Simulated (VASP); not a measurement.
Ag, 1 atom in the cell. The structure is cubic, space group Fm-3m (No. 225). The conventional cell has a = 4.085 Å, b = 4.085 Å, c = 4.085 Å, α = 90.00°, β = 90.00°, γ = 90.00°. Within 3.8 Å of Ag (site symmetry m-3m) lie 12 Ag at 2.89 Å. 

```yaml
Program: VASP 6.6.1
Task: single point
Functional: PBE
Dispersion: D3(BJ)
Potentials_or_basis: VASP PAW PBE potentials, release 64 (Ag)
Cutoff: 520 eV
k_mesh: 11 × 11 × 11
Occupations: fermi-dirac, width 0.05 eV
Spin: no spin polarisation
Dipole_correction: no
Further_INCAR_settings: ALGO = Normal; EDIFF = 1e-06; NBANDS = 12
```

Potentials or basis: VASP PAW PBE potentials, release 64 (Ag).

Command:

```bash
$ cat potpaw_PBE.64/Ag/POTCAR > POTCAR
$ mpirun -np 1 vasp_std > vasp.out
```

Hardware: 1 thread of AMD EPYC 7R13 Processor (Zen 3) (shared host).

Task: Estimate the wall time of this run.

Result: Wall time 11 s on 1 thread of AMD EPYC 7R13 Processor (Zen 3), with other jobs on the host, peak memory 0.12 GiB. Counts: scf iterations 11, k points 56.
